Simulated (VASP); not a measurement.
The system is TiN.

```
Ti N
1.0
     0.00000    2.12000    2.12000
     2.12000    0.00000    2.12000
     2.12000    2.12000    0.00000
Ti N
1 1
Direct
  0.00000 0.00000 0.00000
  0.50000 0.50000 0.50000
```

Base run:

- Program: VASP 6.6.1
- Functional: r2SCAN
- Potentials or basis: VASP PAW PBE potentials, release 64 (Ti_sv, N)
- Cutoff: 520 eV
- k mesh: 16 × 16 × 16
- Occupations: fermi-dirac, width 0.025 eV
- Spin: no spin polarisation

Its results: pressure -0.1 GPa.

Q: The run is repeated on the same cell with these changes: functional from r2SCAN to PBE. What comes out?

A: Pressure 1.8 GPa.

Caveats: the PAW data sets were made with another functional, which shifts forces and pressure a little (some runs).
